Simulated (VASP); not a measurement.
# La (P6/mmm) in VASP: a series of runs, part 2 of 2

VASP 6.6.1.

## Step 4: Single point, revPBE (volume scaled by 0.96)

Contents of INCAR:

```
PREC = Accurate ; ENCUT = 520
EDIFF = 1E-6 ; ISMEAR = -1
SIGMA = 0.1 ; LREAL = False
LASPH = True ; NELM = 60
ALGO = Normal ; ISIF = 2
LWAVE = False ; LCHARG = False
GGA = RE ; NBANDS = 24
```

Contents of KPOINTS:

```
Automatic mesh
0
Gamma
  7 7 10
```

Contents of POSCAR:

```
La
1.0
    5.9402508896      0.0000000000      0.0000000000
   -2.9701254448      5.1444081752      0.0000000000
    0.0000000000      0.0000000000      3.6403304183
La
3
Direct
    1.0000000000      0.0000000000      0.0000000000
    0.3333333333      0.6666666667      0.5000000000
    0.6666666667      0.3333333333      0.5000000000
```

On the command line:

```console
cat potpaw_PBE.64/La/POTCAR > POTCAR
mpirun -np 1 vasp_std > vasp.out
```

Wall time 75 s (1 thread of Intel Xeon 6975P-C (Granite Rapids), shared host); peak memory 0.31 GiB.

It converged, with:

- Free energy: -13.7936 eV
- Pressure: 1.1 GPa

Levels at points of the mesh, in eV from the Fermi level:
```csv
k point,band 14,band 15,band 16,band 17,band 18,band 19,band 20,band 21
"(0.00, 0.00, 0.00)",-1.39,0.42,0.59,0.59,0.59,0.59,1.07,1.51
"(0.00, 0.00, 0.50)",-1.63,-0.90,-0.90,-0.44,0.26,1.16,1.16,1.72
```

Caveat: the cell differs from its parent crystal (volume scaled by 0.96); the PAW data sets were made with another functional, which shifts forces and pressure a little; spin-orbit coupling is left out, which moves the levels of the heavy elements.

## Step 5: Single point, revPBE

This run uses another cell than the first one, of 38.63 Å³/atom, 1.136 times its volume.

Contents of INCAR:

```
SYSTEM = La
ALGO = Normal
EDIFF = 1E-6
ENCUT = 520
GGA = RE
ISIF = 2
ISMEAR = -1
LASPH = .True.
LCHARG = .True.
LELF = .True.
LREAL = .False.
LVHAR = .True.
LWAVE = .False.
NBANDS = 24
NELM = 60
PREC = Accurate
SIGMA = 0.1
```

Contents of KPOINTS:

```
k-points
0
Gamma
  7 7 10
  0 0 0
```

Contents of POSCAR:

```
La
1.0
    6.0216343024      0.0000000000      0.0000000000
   -3.0108171512      5.2148882782      0.0000000000
    0.0000000000      0.0000000000      3.6902041558
La
3
Direct
    1.0000000000      0.0000000000      0.0000000000
    0.3333333333      0.6666666667      0.5000000000
    0.6666666667      0.3333333333      0.5000000000
```

Potentials or basis: VASP PAW PBE potentials, release 64 (La).

On the command line:

```console
cat potpaw_PBE.64/La/POTCAR > POTCAR
mpirun -np 1 vasp_std > vasp.out
```

OUTCAR:

```text
SYSTEM = La
   EDIFF = 1E-6
   ENCUT = 520
   GGA = RE
   ISIF = 2
   ISMEAR = -1
   LASPH = .True.
   LREAL = .False.
   NELM = 60
   PREC = Accurate

 ion  position               nearest neighbor table
   1  0.000  0.000  0.000-
   2  0.333  0.667  0.500-   3 3.48   3 3.48   3 3.48
   3  0.667  0.333  0.500-   2 3.48   2 3.48   2 3.48

  LATTYP: Found a hexagonal cell.
 ALAT       =     6.0216343024
 C/A-ratio  =     0.6128243547

  Lattice vectors:

 A1 = (   6.0216343024,   0.0000000000,   0.0000000000)
 A2 = (  -3.0108171512,   5.2148882782,   0.0000000000)
 A3 = (   0.0000000000,   0.0000000000,   3.6902041558)

Analysis of symmetry for initial positions (statically):
=====================================================================
 Subroutine PRICEL returns:
 Original cell was already a primitive cell.

 Routine SETGRP: Setting up the symmetry group for a
 hexagonal supercell.

 Subroutine GETGRP returns: Found 24 space group operations
 (whereof 24 operations were pure point group operations)
 out of a pool of 24 trial point group operations.

The static configuration has the point symmetry D_6h.

Analysis of symmetry for dynamics (positions and initial velocities):
=====================================================================
 Subroutine PRICEL returns:
 Original cell was already a primitive cell.

 Routine SETGRP: Setting up the symmetry group for a
 hexagonal supercell.

 Subroutine GETGRP returns: Found 24 space group operations
 (whereof 24 operations were pure point group operations)
 out of a pool of 24 trial point group operations.

The dynamic configuration has the point symmetry D_6h.

 Subroutine INISYM returns: Found 24 space group operations
 (whereof 24 operations are pure point group operations),
 and found     1 'primitive' translations

----------------------------------------------------------------------------------------

                                     Primitive cell

  volume of cell :     115.8803

  direct lattice vectors                    reciprocal lattice vectors
     6.021634302  0.000000000  0.000000000     0.166067873  0.095879331  0.000000000
    -3.010817151  5.214888278  0.000000000     0.000000000  0.191758662  0.000000000
     0.000000000  0.000000000  3.690204156     0.000000000  0.000000000  0.270987717

  length of vectors
     6.021634302  6.021634302  3.690204156     0.191758662  0.191758662  0.270987717

  position of ions in fractional coordinates (direct lattice)
     0.000000000  0.000000000  0.000000000
     0.333333333  0.666666667  0.500000000
     0.666666667  0.333333333  0.500000000

  ion indices of the primitive-cell ions
   primitive index   ion index
                 1           1
                 2           2
                 3           3

----------------------------------------------------------------------------------------

 KPOINTS: k-points

Automatic generation of k-mesh.
 Grid dimensions read from file:
 generate k-points for:    7    7   10

 Generating k-lattice:

  Cartesian coordinates                     Fractional coordinates (reciprocal lattice)
     0.023723982  0.013697047  0.000000000     0.142857143 -0.000000000  0.000000000
     0.000000000  0.027394095  0.000000000     0.000000000  0.142857143  0.000000000
     0.000000000  0.000000000  0.027098772     0.000000000  0.000000000  0.100000000

  Length of vectors
     0.027394095  0.027394095  0.027098772

  Shift w.r.t. Gamma in fractional coordinates (k-lattice)
     0.000000000  0.000000000  0.000000000

 Subroutine IBZKPT returns following result:
 ===========================================

 Found     48 irreducible k-points:

 Following reciprocal coordinates:
            Coordinates               Weight
  0.000000  0.000000  0.000000      1.000000
  0.142857  0.000000  0.000000      6.000000
  0.285714  0.000000  0.000000      6.000000
  0.428571  0.000000  0.000000      6.000000
  0.142857  0.142857  0.000000      6.000000
  0.285714  0.142857  0.000000     12.000000
[... 16 lines left out ...]
  0.428571  0.142857  0.200000     12.000000
  0.285714  0.285714  0.200000     12.000000
 [... further k-points ...]
   k-points           NKPTS =     48   k-points in BZ     NKDIM =     48   number of bands    NBANDS=     24
   number of dos      NEDOS =    301   number of ions     NIONS =      3
   total plane-waves  NPLWV =  64512
   dimension x,y,z NGX =    48 NGY =   48 NGZ =   28
   dimension x,y,z NGXF=    96 NGYF=   96 NGZF=   56
   ions per type =               3
   NGX,Y,Z   is equivalent  to a cutoff of  13.25, 13.25, 12.61 a.u.
   NGXF,Y,Z  is equivalent  to a cutoff of  26.50, 26.50, 25.23 a.u.
 SYSTEM =  La
   PREC   = accura    normal or accurate (medium, high low for compatibility)
   ISTART =      0    job   : 0-new  1-cont  2-samecut
   ICHARG =      2    charge: 1-file 2-atom 10-const
   ISPIN  =      1    spin polarized calculation?
   LNONCOLLINEAR =      F non collinear calculations
   LSORBIT =      F    spin-orbit coupling
   LASPH  =      T    aspherical Exc in radial PAW
   ENCUT  =  520.0 eV  38.22 Ry    6.18 a.u.  11.20 11.20  6.86*2*pi/ulx,y,z
   NELM   =     60;   NELMIN=  2; NELMDL= -5     # of ELM steps
   EDIFF  = 0.1E-05   stopping-criterion for ELM
   LREAL  =      F    real-space projection
[... 7 lines left out ...]
   TEBEG  =    0.0;   TEEND  =   0.0 temperature during run
   PSTRESS=    0.0 pullay stress
   NELECT =      33.0000    total number of electrons
   NUPDOWN=      -1.0000    fix difference up-down
   EMIN   =  10.00;   EMAX   =-10.00  energy-range for DOS
   EFERMI =   0.00;   METHOD = LEGACY
   ISMEAR =    -1;   SIGMA  =   0.10  broadening in eV -4-tet -1-fermi 0-gaus
   EFERMI_NEDOS =   21; number of points for ismear=-14 and -15
   IALGO  =     38    algorithm
   IMIX   =      4    mixing-type and parameters
     AMIX     =   0.40;   BMIX     =  1.00
     AMIX_MAG =   1.60;   BMIX_MAG =  1.00
  volume/ion in A,a.u.               =      38.63       260.67
  Fermi-wavevector in a.u.,A,eV,Ry     =   1.077067  2.035362 15.783768  1.160074
  Thomas-Fermi vector in A             =   2.212969
   LORBIT       =      0    0 simple, 1 ext, 2 COOP (PROOUT), +10 PAW based schemes
   GGA     = RE    functional components
   LHFCALC =     F    Hartree Fock is set to
   AEXX    =    0.0000 exact exchange contribution
   IVDW    =     0    specifies the selected vdW correction
   LEPSILON=     F    determine dielectric tensor
   LRPA    =     F    only Hartree local field effects (RPA)
 non-spin polarized calculation
  energy-cutoff  :      520.00
  volume of cell :      115.88
 maximum number of plane-waves:      3157
 NGX is ok and might be reduce to    48
   NGX = 23   NGY = 23   NGZ = 13

 number of electron      32.9999995 magnetization

 Free energy of the ion-electron system (eV)
  ---------------------------------------------------
  ext. energy  EPLUGINS =         0.00000000
  ---------------------------------------------------
  free energy    TOTEN  =       -13.81117087 eV

  energy without entropy =      -13.64645028  energy(sigma->0) =      -13.72881057

 E-fermi :   7.5057     XC(G=0):  -9.3360

 val. band max:        7.4940327759   @ k =   0.4286   0.1429   0.0000
 cond. band min:       7.5125656198   @ k =   0.1429   0.0000   0.1000
 fundamental gap:      0.0185328439
 Fermi energy:         7.5056802237

 k-point     1 :       0.0000    0.0000    0.0000
  band No.  band energies     occupation
      1     -25.4349      2.00000
      2     -25.2393      2.00000
      3     -25.1795      2.00000
      4      -9.5204      2.00000
      5      -9.5204      2.00000
      6      -9.2327      2.00000
[... 16 lines left out ...]
     23       9.0884      0.00000
     24       9.2633      0.00000

 k-point     2 :       0.1429    0.0000    0.0000
  band No.  band energies     occupation
      1     -25.4223      2.00000
      2     -25.2428      2.00000
      3     -25.1893      2.00000
      4      -9.5983      2.00000
      5      -9.5521      2.00000
      6      -9.1360      2.00000
[... 16 lines left out ...]
     23       9.1226      0.00000
     24       9.2764      0.00000
[... 565 lines left out ...]
     23       8.8640      0.00000
     24       9.1745      0.00000

 k-point    24 :       0.2857    0.2857    0.2000
  band No.  band energies     occupation
      1     -25.2888      2.00000
      2     -25.2468      2.00000
      3     -25.2449      2.00000
      4      -9.6431      2.00000
      5      -9.3756      2.00000
      6      -9.2356      2.00000
[... 16 lines left out ...]
     23       8.8503      0.00000
     24       9.2172      0.00000

 [... further k-points ...]

------------------------ aborting loop because EDIFF is reached ----------------------------------------

  FORCE on cell =-STRESS in cart. coord.  units (eV):
  Direction    XX          YY          ZZ          XY          YZ          ZX
  --------------------------------------------------------------------------------------
  -------------------------------------------------------------------------------------
  Total        0.0088933      0.0088933      0.0636728      0.0000000      0.0000000      0.0000000
  in kB        0.1229593      0.1229593      0.8803491      0.0000000      0.0000000      0.0000000
  external PRESSURE =       0.3754225 kB  Pullay stress =       0.0000000 kB

 VOLUME and BASIS-vectors are now :
 -----------------------------------------------------------------------------
  energy-cutoff  :      520.00
  volume of cell :      115.88
      direct lattice vectors                 reciprocal lattice vectors
     6.021634302  0.000000000  0.000000000     0.166067873  0.095879331  0.000000000
    -3.010817151  5.214888278  0.000000000     0.000000000  0.191758662  0.000000000
     0.000000000  0.000000000  3.690204156     0.000000000  0.000000000  0.270987717

 POSITION                                       TOTAL-FORCE (eV/Angst)
 -----------------------------------------------------------------------------------
      0.00000      0.00000      0.00000         0.000000      0.000000      0.000000
     -0.00000      3.47659      1.84510        -0.000000      0.000000      0.000000
      3.01082      1.73830      1.84510         0.000000     -0.000000      0.000000
 -----------------------------------------------------------------------------------
    total drift:                               -0.000000      0.000000     -0.000000

  FREE ENERGIE OF THE ION-ELECTRON SYSTEM (eV)
  ---------------------------------------------------
  free  energy   TOTEN  =       -13.8111708702 eV

  energy  without entropy=      -13.6464502793  energy(sigma->0) =      -13.72881057
```

Run time: 71 s. Hardware: 1 thread of Intel Xeon 6975P-C (Granite Rapids), shared host; peak memory 0.31 GiB.

Results:

```
Free energy : -13.8112 eV
Pressure    : 0.0 GPa
```

Caveat: the PAW data sets were made with another functional, which shifts forces and pressure a little; spin-orbit coupling is left out, which moves the levels of the heavy elements.

## Step 6: Single point, revPBE (volume scaled by 1.04)

Contents of INCAR:

```
SYSTEM = La
  ALGO = Normal
  EDIFF = 1E-6
  ENCUT = 520
  GGA = RE
  ISIF = 2
  ISMEAR = -1
  LASPH = .True.
  LCHARG = .False.
  LREAL = .False.
  LWAVE = .False.
  NBANDS = 24
  NELM = 80
  PREC = Accurate
  SIGMA = 0.1
```

KPOINTS is that of step 5.

Contents of POSCAR:

```
La
1.0
    6.1008754199      0.0000000000      0.0000000000
   -3.0504377099      5.2835130989      0.0000000000
    0.0000000000      0.0000000000      3.7387650424
La
3
Direct
    1.0000000000      0.0000000000      0.0000000000
    0.3333333333      0.6666666667      0.5000000000
    0.6666666667      0.3333333333      0.5000000000
```

Potentials or basis: VASP PAW PBE potentials, release 64 (La).

On the command line:

```console
cat potpaw_PBE.64/La/POTCAR > POTCAR
mpirun -np 1 vasp_std > vasp.out
```

Wall time 83 s (1 thread of Intel Xeon 6975P-C (Granite Rapids), shared host); peak memory 0.31 GiB.

Results (log left out):

```
Free energy : -13.7994 eV
Pressure    : -0.9 GPa
```

Stress tensor (GPa, compression positive):
```
-0.96  0.00  0.00
 0.00 -0.96  0.00
 0.00  0.00 -0.78
```

Levels at points of the mesh, in eV from the Fermi level:
```
           k point  band 15  band 16  band 17  band 18  band 19  band 20
(0.00, 0.00, 0.00)     0.37     0.47     0.47     0.49     0.49     1.01
(0.00, 0.00, 0.50)    -0.80    -0.80    -0.61     0.07     1.09     1.09
```

Caveat: the cell differs from its parent crystal (volume scaled by 1.04); the PAW data sets were made with another functional, which shifts forces and pressure a little; spin-orbit coupling is left out, which moves the levels of the heavy elements.

## Step 7: Overview

| cell | gap on the mesh (eV) | pressure (GPa) |
| --- | --- | --- |
| a = 5.770, b = 5.770, c = 3.536 Å, angles 90.0, 90.0, 120.0°, 3 atoms | none | 3.9 |
| a = 5.857, b = 5.857, c = 3.589 Å, angles 90.0, 90.0, 120.0°, 3 atoms | none | 2.4 |
| a = 5.940, b = 5.940, c = 3.640 Å, angles 90.0, 90.0, 120.0°, 3 atoms | none | 1.1 |
| a = 6.022, b = 6.022, c = 3.690 Å, angles 90.0, 90.0, 120.0°, 3 atoms | none | 0.0 |
| a = 6.101, b = 6.101, c = 3.739 Å, angles 90.0, 90.0, 120.0°, 3 atoms | none | -0.9 |

Alike in all rows: task single point; level revPBE; potentials or basis VASP PAW PBE potentials, release 64 (La); no spin polarisation; k mesh 7 × 7 × 10; cutoff (eV) 520; smearing fermi-dirac 0.1 eV.

Caveats: the PAW data sets were made with another functional, which shifts forces and pressure a little; spin-orbit coupling is left out, which moves the levels of the heavy elements.

Absolute energies hang on the potentials; compare differences alone.
